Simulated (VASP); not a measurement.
A run of VASP 6.6.1 is set up as follows.

The input INCAR:

```
SYSTEM = Be
PREC = Accurate
ENCUT = 600
EDIFF = 1E-6
ISMEAR = 0
SIGMA = 0.1
LREAL = .False.
LASPH = .True.
NELM = 60
ALGO = Normal
ISIF = 3
LWAVE = .False.
LCHARG = .False.
GGA = PE
IBRION = 2
NSW = 90
EDIFFG = -0.04
```

File KPOINTS:

```
regular mesh
0
Gamma
  8 8 8
  0 0 0
```

File POSCAR:

```
Be
1.0
    2.0256478605      0.0000000000      0.0000000000
    0.0000000000      2.0256478605      0.0000000000
    0.0000000000      0.0000000000      2.0256478605
Be
1
Direct
    0.0000000000      0.0000000000      0.0000000000
```

Potentials or basis: VASP PAW PBE potentials, release 64 (Be).

Run with:

```console
$ cat potpaw_PBE.64/Be/POTCAR > POTCAR
$ mpirun -np 1 vasp_std > vasp.out
```

(1) Predict the relaxed volume.

(2) Estimate the relaxed cell.

(3) Predict the band gap on the k mesh.

Answers

(1) 10.19 Å³/atom.

(2) a = 2.168 Å, b = 2.168 Å, c = 2.168 Å, α = 90.00°, β = 90.00°, γ = 90.00°.

(3) zero (band 1 reaches 10.23 eV, above the bottom of band 2 at 3.07 eV).

Caveat: the k points lie up to 0.36 Å⁻¹ apart in the final cell; the volume moved by over 15 % at a fixed basis, so the end points are rough.
